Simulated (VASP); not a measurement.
Here is a VASP 6.6.1 calculation.

INCAR

```
PREC = Accurate
ENCUT = 520
EDIFF = 1E-6
ISMEAR = 0
SIGMA = 0.05
LREAL = F
LASPH = T
NELM = 100
ALGO = Normal
ISIF = 2
LWAVE = F
LCHARG = F
GGA = PS
NBANDS = 26
```

The input KPOINTS:

```
regular mesh
0
Gamma
  10 10 6
```

The input POSCAR:

```
AgCl
1.0
    3.0979780550      0.0000000000      0.0000000000
    0.0000000000      3.3311591989      0.0000000000
    0.0000000000      0.0000000000      6.6623183978
Ag Cl
2 2
Direct
    0.0000000000      0.0000000000      0.0000000000
    0.0000000000      0.0000000000      0.5000000000
    0.3809123262      0.5000000000      0.2500000000
    0.6190876738      0.5000000000      0.7500000000
```

Potentials or basis: VASP PAW PBE potentials, release 64 (Ag, Cl).

Run with:

```console
$ cat potpaw_PBE.64/Ag/POTCAR potpaw_PBE.64/Cl/POTCAR > POTCAR
$ mpirun -np 1 vasp_std > vasp.out
```

What does it give for the largest force?

0.072 eV/Å.

Estimate the pressure.

7.9 GPa.

Forces in eV/Å, atoms in the order of the input:
```
Ag   0.000  0.000  0.000
Ag   0.000  0.000  0.000
Cl   0.072  0.000  0.000
Cl  -0.072  0.000  0.000
```

Caveat: the cell differs from its parent crystal (mode 1 frozen in at -0.397 Å, normal strain along x -0.0700); the PAW data sets were made with another functional, which shifts forces and pressure a little.
